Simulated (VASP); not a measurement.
# Mg2NCl (R-3m) in VASP: G0W0 quasiparticle levels with r2SCAN

Aim: the G0W0 quasiparticle levels of Mg2NCl with r2SCAN.

Program: VASP 6.6.1. These are calculated values, not measurements. Logs are shortened: lines on timing, memory, paths and dates and some standing lists are left out, and cuts for length are marked.

### 1 The cell of the first run

It takes space group R-3m (No. 166, trigonal). The conventional cell has a = 3.293 Å, b = 3.293 Å, c = 17.814 Å, α = 90.00°, β = 90.00°, γ = 120.00°. Within 2.8 Å of Mg (site symmetry 3m) lie 3 N at 2.15 Å and 3 Cl at 2.74 Å and 3 Mg at 2.76 Å. N (site symmetry -3m) has 6 Mg at 2.15 Å within 2.8 Å. Cl (site symmetry -3m) has 6 Mg at 2.74 Å and 6 Cl at 3.29 Å and 6 N at 3.53 Å within 3.6 Å.

### 2 G0W0 quasiparticle levels, r2SCAN

Input file POSCAR:

```
Mg2NCl
1.0
    1.6466125281      0.9506721863      5.9379615086
   -1.6466125281      0.9506721863      5.9379615086
    0.0000000000     -1.9013443726      5.9379615086
Mg N Cl
2 1 1
Direct
    0.2229104120      0.2229104120      0.2229104120
    0.7770895880      0.7770895880      0.7770895880
    0.5000000000      0.5000000000      0.5000000000
    0.0000000000      0.0000000000      0.0000000000
```

Input file INCAR.step1:

```
  PREC = Accurate
  ENCUT = 500
  EDIFF = 1E-8
  ISMEAR = 0
  SIGMA = 0.01
  LREAL = False
  LASPH = True
  NELM = 80
  ALGO = Normal
  LWAVE = True
  LCHARG = False
  METAGGA = R2SCAN
  LMIXTAU = True
```

Input file INCAR.step2:

```
  PREC = Accurate
  ENCUT = 500
  EDIFF = 1E-8
  ISMEAR = 0
  SIGMA = 0.01
  LREAL = False
  LASPH = True
  NELM = 1
  ALGO = Exact
  LWAVE = True
  LCHARG = False
  METAGGA = R2SCAN
  LMIXTAU = True
  NBANDS = 217
  LOPTICS = True
  ISTART = 1
```

Input file INCAR.step3:

```
  PREC = Accurate
  ENCUT = 500
  EDIFF = 1E-8
  ISMEAR = 0
  SIGMA = 0.01
  LREAL = False
  LASPH = True
  ALGO = EVGW0
  LWAVE = False
  LCHARG = False
  METAGGA = R2SCAN
  LMIXTAU = True
  NELMGW = 1
  NBANDS = 217
  ENCUTGW = 140.0
  NOMEGA = 96
  PRECFOCK = Fast
  ISTART = 1
  NBANDSGW = 16
  OMEGAMAX = 20
```

Input file KPOINTS:

```
Automatic mesh
0
Gamma
  4 4 4
```

Potentials or basis: VASP PAW PBE potentials, release 64 (Mg_GW, N_GW, Cl_GW).

Started as:

```bash
cat potpaw_PBE.64/Mg_GW/POTCAR potpaw_PBE.64/N_GW/POTCAR potpaw_PBE.64/Cl_GW/POTCAR > POTCAR
cp INCAR.step1 INCAR
mpirun -np 1 vasp_std > vasp.out
cp INCAR.step2 INCAR
mpirun -np 1 vasp_std > vasp.out
cp INCAR.step3 INCAR
mpirun -np 1 vasp_std > vasp.out
```

OUTCAR:

```text
PREC = Accurate
   ENCUT = 500
   EDIFF = 1E-8
   ISMEAR = 0
   LREAL = False
   LASPH = True
   METAGGA = R2SCAN
   NELMGW = 1
   ENCUTGW = 140.0
   PRECFOCK = Fast
   ISTART = 1

 ion  position               nearest neighbor table
   1  0.223  0.223  0.223-   3 2.15   3 2.15   3 2.15
   2  0.777  0.777  0.777-   3 2.15   3 2.15   3 2.15
   3  0.500  0.500  0.500-   1 2.15   2 2.15   1 2.15   1 2.15   2 2.15   2 2.15
   4  0.000  0.000  0.000-

  LATTYP: Found a trigonal (rhomboedric) cell.
 ALAT       =     6.2349416438
 COS(alpha) =     0.8605084050

  Lattice vectors:

 A1 = (   1.6466125281,   0.9506721863,   5.9379615086)
 A2 = (  -1.6466125281,   0.9506721863,   5.9379615086)
 A3 = (   0.0000000000,  -1.9013443726,   5.9379615086)

Analysis of symmetry for initial positions (statically):
=====================================================================
 Subroutine PRICEL returns:
 Original cell was already a primitive cell.

 Routine SETGRP: Setting up the symmetry group for a
 trigonal (rhombohedral) supercell.

 Subroutine GETGRP returns: Found 12 space group operations
 (whereof 12 operations were pure point group operations)
 out of a pool of 12 trial point group operations.

The static configuration has the point symmetry D_3d.

Analysis of symmetry for dynamics (positions and initial velocities):
=====================================================================
 Subroutine PRICEL returns:
 Original cell was already a primitive cell.

 Routine SETGRP: Setting up the symmetry group for a
 trigonal (rhombohedral) supercell.

 Subroutine GETGRP returns: Found 12 space group operations
 (whereof 12 operations were pure point group operations)
 out of a pool of 12 trial point group operations.

The dynamic configuration has the point symmetry D_3d.

 Subroutine INISYM returns: Found 12 space group operations
 (whereof 12 operations are pure point group operations),
 and found     1 'primitive' translations

----------------------------------------------------------------------------------------

                                     Primitive cell

  volume of cell :      55.7713

  direct lattice vectors                    reciprocal lattice vectors
     1.646612528  0.950672186  5.937961509     0.303653708  0.175314550  0.056135988
    -1.646612528  0.950672186  5.937961509    -0.303653708  0.175314550  0.056135988
     0.000000000 -1.901344373  5.937961509     0.000000000 -0.350629100  0.056135988

  length of vectors
     6.234941644  6.234941644  6.234941644     0.355094375  0.355094375  0.355094375

  position of ions in fractional coordinates (direct lattice)
     0.222910412  0.222910412  0.222910412
     0.777089588  0.777089588  0.777089588
     0.500000000  0.500000000  0.500000000
     0.000000000  0.000000000  0.000000000

  ion indices of the primitive-cell ions
   primitive index   ion index
                 1           1
                 2           2
                 3           3
                 4           4

----------------------------------------------------------------------------------------

 KPOINTS: Automatic mesh

Automatic generation of k-mesh.
 Grid dimensions read from file:
 generate k-points for:    4    4    4

 Generating k-lattice:

  Cartesian coordinates                     Fractional coordinates (reciprocal lattice)
     0.075913427  0.043828638  0.014033997     0.250000000 -0.000000000  0.000000000
    -0.075913427  0.043828638  0.014033997    -0.000000000  0.250000000  0.000000000
     0.000000000 -0.087657275  0.014033997     0.000000000  0.000000000  0.250000000

  Length of vectors
     0.088773594  0.088773594  0.088773594

  Shift w.r.t. Gamma in fractional coordinates (k-lattice)
     0.000000000  0.000000000  0.000000000

 Subroutine IBZKPT returns following result:
 ===========================================

 Found     13 irreducible k-points:

 Following reciprocal coordinates:
            Coordinates               Weight
  0.000000  0.000000  0.000000      1.000000
  0.250000 -0.000000  0.000000      6.000000
  0.500000 -0.000000  0.000000      3.000000
  0.250000  0.250000  0.000000      6.000000
  0.500000  0.250000  0.000000     12.000000
 -0.250000  0.250000  0.000000      6.000000
  0.500000  0.500000  0.000000      3.000000
  0.250000  0.250000  0.250000      2.000000
  0.500000  0.250000  0.250000      6.000000
 -0.250000  0.250000  0.250000      6.000000
  0.500000  0.500000  0.250000      6.000000
 -0.250000  0.500000  0.250000      6.000000
  0.500000  0.500000  0.500000      1.000000
   k-points           NKPTS =     13   k-points in BZ     NKDIM =     64   number of bands    NBANDS=    217
   number of dos      NEDOS =    301   number of ions     NIONS =      4
   total plane-waves  NPLWV = 110592
   dimension x,y,z NGX =    48 NGY =   48 NGZ =   48
   dimension x,y,z NGXF=    96 NGYF=   96 NGZF=   96
   ions per type =               2   1   1
   NGX,Y,Z   is equivalent  to a cutoff of  12.80, 12.80, 12.80 a.u.
   NGXF,Y,Z  is equivalent  to a cutoff of  25.60, 25.60, 25.60 a.u.
 SYSTEM =  unknown system
   PREC   = accura    normal or accurate (medium, high low for compatibility)
   ISTART =      1    job   : 0-new  1-cont  2-samecut
   ICHARG =      0    charge: 1-file 2-atom 10-const
   ISPIN  =      1    spin polarized calculation?
   LNONCOLLINEAR =      F non collinear calculations
   LSORBIT =      F    spin-orbit coupling
   LASPH  =      T    aspherical Exc in radial PAW
   ENCUT  =  500.0 eV  36.75 Ry    6.06 a.u.  11.37 11.37 11.37*2*pi/ulx,y,z
   NELM   =     60;   NELMIN=  2; NELMDL=  0     # of ELM steps
   EDIFF  = 0.1E-07   stopping-criterion for ELM
   LREAL  =      F    real-space projection
   EDIFFG = 0.1E-06   stopping-criterion for IOM
   NSW    =      0    number of steps for IOM
   IBRION =     -1    ionic relax: 0-MD 1-quasi-New 2-CG
   NFREE  =      0    steps in history (QN), initial steepest desc. (CG)
   ISIF   =      0    stress and relaxation
   ISYM   =      3    0-nonsym 1-usesym 2-fastsym
   POTIM  = 0.5000    time-step for ionic-motion
   TEBEG  =    0.0;   TEEND  =   0.0 temperature during run
   PSTRESS=    0.0 pullay stress
   NELECT =      16.0000    total number of electrons
   NUPDOWN=      -1.0000    fix difference up-down
   EMIN   =  10.00;   EMAX   =-10.00  energy-range for DOS
   EFERMI =   0.00;   METHOD = LEGACY
   ISMEAR =     0;   SIGMA  =   0.01  broadening in eV -4-tet -1-fermi 0-gaus
   EFERMI_NEDOS =   21; number of points for ismear=-14 and -15
   IALGO  =     38    algorithm
   IMIX   =      4    mixing-type and parameters
     AMIX     =   0.40;   BMIX     =  1.00
     AMIX_MAG =   1.60;   BMIX_MAG =  1.00
  volume/ion in A,a.u.               =      13.94        94.09
  Fermi-wavevector in a.u.,A,eV,Ry     =   1.079720  2.040375 15.861613  1.165796
  Thomas-Fermi vector in A             =   2.215693
   LORBIT       =      0    0 simple, 1 ext, 2 COOP (PROOUT), +10 PAW based schemes
   METAGGA = R2SCAN    functional components
   LHFCALC =     T    Hartree Fock is set to
   PRECFOCK=fast      Normal, Fast or Accurate (Low or Medium for compatibility)
   ENCUT4O =  -1.0   cutoff for four orbital integrals eV
   NKREDX  =     1    reduce k-point grid by
   NKREDY  =     1    reduce k-point grid by
   NKREDZ  =     1    reduce k-point grid by
   AEXX    =    1.0000 exact exchange contribution
   HFSCREEN=    0.0000 screening length (either q_TF or 0.3 A-1)
   HFSCREENC=   0.0000 screening length for correlation (either q_TF or 0.3 A-1)
   ENCUTFOCK=  -1.0 apply spherical cutoff to Coloumb kernel
   IVDW    =     0    specifies the selected vdW correction
   LEPSILON=     F    determine dielectric tensor
   LRPA    =     F    only Hartree local field effects (RPA)
   LRPAFORCE           =     F    calculate RPA forces
   ENCUTGW             = 140.0    cutoff for response function in eV
   ENCUTGWSOFT         = 112.0    soft cutoff for Coulomb kernel in GW response function in eV
   ENCUTLF             =  -1.0    cutoff for local field effects
   NELMGW              =     1    number of iterations in solving QP/BSE equation
   NELMHF              =     1    number of iterations in the inner HF iteration
   NKREDLFX            =     1    NKREDLFY  =   1   NKREDLFZ  =   1
 non-spin polarized calculation
 Gauss-broadening in eV      SIGMA  =   0.01
  energy-cutoff  :      500.00
  volume of cell :       55.77
 maximum number of plane-waves:      1434
 NGX is ok and might be reduce to    48
  NGX = 24; NGY = 24; NGZ = 24
   NGX = 23   NGY = 23   NGZ = 23
 maximum number of plane-waves:       218

 QP shifts <psi_nk| G(iteration)W_0 |psi_nk>: iteration 1
 for sc-GW calculations column KS-energies equals QP-energies in previous step
 and V_xc(KS)=  KS-energies - (<T + V_ion + V_H > + <T+V_H+V_ion>^1  + <V_x>^1)

 k-point   1 :       0.0000    0.0000    0.0000
  band No.  KS-energies  QP-energies   sigma(KS)   V_xc(KS)     V^pw_x(r,r')   Z            occupation Imag(sigma)

      1     -13.5435     -13.8821     -16.2298     -15.7276     -24.1706       0.6742       2.0000       1.3648
      2      -9.6180     -10.0958     -17.3585     -16.6710     -24.9417       0.6950       2.0000       0.9527
      3      -2.6860      -3.8971     -14.1246     -12.5051     -17.3422       0.7478       2.0000       0.1157
      4       1.3199       0.2376     -16.8465     -15.4714     -19.2594       0.7871       2.0000       0.0346
      5       1.3199       0.2376     -16.8465     -15.4714     -19.2594       0.7871       2.0000       0.0346
      6       2.9109       2.1522     -16.2293     -15.2446     -18.7001       0.7706       2.0000       0.0393
[... 8 lines left out ...]
     15      14.8174      15.5111      -8.5045      -9.3752      -4.0294       0.7967       0.0000      -0.0925
     16      14.8174      15.5111      -8.5045      -9.3752      -4.0294       0.7967       0.0000      -0.0925

 k-point   2 :       0.2500   -0.0000    0.0000
  band No.  KS-energies  QP-energies   sigma(KS)   V_xc(KS)     V^pw_x(r,r')   Z            occupation Imag(sigma)

      1     -13.1023     -13.3683     -16.3948     -16.0033     -24.3170       0.6796       2.0000       1.2746
      2      -9.1991      -9.6693     -17.6686     -16.9989     -25.1646       0.7021       2.0000       0.9202
      3      -1.9790      -3.1670     -14.5604     -12.9887     -17.5262       0.7559       2.0000       0.0789
      4      -0.8191      -2.0616     -15.5461     -13.9439     -18.2620       0.7755       2.0000       0.0463
      5       0.8652      -0.2559     -16.5816     -15.1529     -19.0565       0.7847       2.0000       0.0368
      6       1.6503       0.8251     -15.2347     -14.1364     -18.2876       0.7513       2.0000       0.0610
[... 8 lines left out ...]
     15      14.5470      15.0957      -8.5086      -9.1986      -4.0179       0.7951       0.0000      -0.0908
     16      15.9190      16.6273      -9.0102      -9.9029      -4.3113       0.7934       0.0000      -0.1111

 k-point   3 :       0.5000   -0.0000    0.0000
  band No.  KS-energies  QP-energies   sigma(KS)   V_xc(KS)     V^pw_x(r,r')   Z            occupation Imag(sigma)

      1     -12.5812     -12.8168     -16.7144     -16.4027     -24.5621       0.7559       2.0000       1.2276
      2      -8.7007      -9.1487     -18.1208     -17.4799     -25.5242       0.6989       2.0000       0.8584
      3      -2.4975      -3.8409     -14.8484     -13.0841     -17.9537       0.7614       2.0000       0.0672
      4      -1.0080      -2.1621     -15.4781     -13.9904     -18.0952       0.7758       2.0000       0.0474
      5       0.0063      -0.9374     -14.2840     -12.9909     -17.7650       0.7298       2.0000       0.0954
      6       0.4697      -0.6883     -16.3988     -14.9221     -18.9446       0.7842       2.0000       0.0376
[... 174 lines left out ...]
      1     -12.5864     -12.8054     -16.7059     -16.3941     -24.5549       0.7023       2.0000       1.1723
      2      -8.7071      -9.1482     -18.0981     -17.4691     -25.5158       0.7013       2.0000       0.8732
      3      -2.0071      -3.3163     -14.9268     -13.2069     -17.9465       0.7612       2.0000       0.0644
      4      -1.3290      -2.4648     -15.0188     -13.5232     -17.9324       0.7594       2.0000       0.0704
      5      -0.5586      -1.7811     -15.6208     -14.0497     -18.2812       0.7781       2.0000       0.0439
      6       1.2558       0.3712     -15.5831     -14.4086     -18.6362       0.7531       2.0000       0.0618
[... 8 lines left out ...]
     15      16.0254      16.7522      -9.6104     -10.5350      -4.8382       0.7861       0.0000      -0.1201
     16      17.0165      17.5507      -8.8247      -9.5064      -3.9711       0.7837       0.0000      -0.1512

 k-point  13 :       0.5000    0.5000    0.5000
  band No.  KS-energies  QP-energies   sigma(KS)   V_xc(KS)     V^pw_x(r,r')   Z            occupation Imag(sigma)

      1     -13.5124     -13.8500     -16.2668     -15.7690     -24.1918       0.6782       2.0000       1.3642
      2      -9.7543     -10.2503     -17.1220     -16.4052     -24.7123       0.6919       2.0000       0.9734
      3      -1.8942      -3.0588     -15.0721     -13.5481     -17.9199       0.7642       2.0000       0.0644
      4       1.3094       0.3749     -14.1481     -12.9071     -16.9662       0.7530       2.0000       0.0642
      5       1.3300       0.2441     -16.8562     -15.4806     -19.2602       0.7894       2.0000       0.0345
      6       1.3300       0.2441     -16.8562     -15.4806     -19.2602       0.7894       2.0000       0.0345
[... 8 lines left out ...]
     15      16.0241      16.5412      -7.8711      -8.5170      -3.3218       0.8006       0.0000      -0.1081
     16      16.0241      16.5412      -7.8711      -8.5170      -3.3218       0.8006       0.0000      -0.1081
```

It took 18 min on 1 thread of Intel Xeon 6975P-C (Granite Rapids), shared host; peak memory 0.83 GiB.

What came out:

```
Quasiparticle gap                                   : 4.14 eV
Least direct quasiparticle gap                      : 4.14 eV
Band gap of the starting levels on the mesh         : 3.07 eV
Least direct gap of the starting levels on the mesh : 3.07 eV
```

Caveat: the k points lie up to 0.56 Å⁻¹ apart; bands, screening cutoff and mesh are small and nothing is extrapolated, so the quasiparticle values aren't converged.
